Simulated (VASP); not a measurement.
A run of VASP 6.6.1:

The input INCAR:

```
SYSTEM = MnAl2
PREC     = Accurate       ! precision mode
ENCUT    = 500            ! plane-wave cutoff, eV
EDIFF    = 1E-7           ! SCF threshold, eV
ISMEAR   = 0              ! smearing method
SIGMA    = 0.0215         ! smearing width, eV
LREAL    = .FALSE.        ! projectors in reciprocal space
LASPH    = .TRUE.         ! aspherical terms in the spheres
NELM     = 200            ! most SCF steps
ALGO     = Normal         ! electronic algorithm
ISIF     = 3              ! what is computed and relaxed
LWAVE    = .FALSE.        ! write WAVECAR
LCHARG   = .FALSE.        ! write CHGCAR
LMAXMIX  = 4              ! l up to which the mixer works
LDAU     = .TRUE.         ! DFT+U
LDAUTYPE = 2            
LDAUL    = 2 -1           ! shell
LDAUU    = 4 0            ! U, eV
LDAUJ    = 0 0          
LDAUPRINT= 1            
GGA      = PE             ! functional
IBRION   = 2              ! ionic algorithm
NSW      = 60             ! ionic steps
EDIFFG   = -0.01          ! ionic threshold
GGA_COMPAT= .FALSE.      
NELMIN   = 4
```

KPOINTS

```
regular mesh
0
G
  5 5 5
  0 0 0
```

POSCAR

```
MnAl2
1.0
    0.0000000000      2.9269140000      2.9269140000
    2.9269140000      0.0000000000      2.9269140000
    2.9269140000      2.9269140000      0.0000000000
Mn Al
1 2
Direct
    0.0000000000      0.0000000000      0.0000000000
    0.2500000000      0.2500000000      0.2500000000
    0.7500000000      0.7500000000      0.7500000000
```

Potentials or basis: VASP PAW PBE potentials, release 64 (Mn_pv, Al).

Launch:

```sh
$ cat potpaw_PBE.64/Mn_pv/POTCAR potpaw_PBE.64/Al/POTCAR > POTCAR
$ mpirun -np 1 vasp_std > vasp.out
```

Hardware: 1 thread of Intel Xeon 8259CL (shared host).

Question: How long does it take, and how much memory?

Answer: Wall time 43 s on 1 thread of Intel Xeon 8259CL (shared host), peak memory 0.17 GiB. Counts: scf iterations 38, k points 10, ion steps 3.
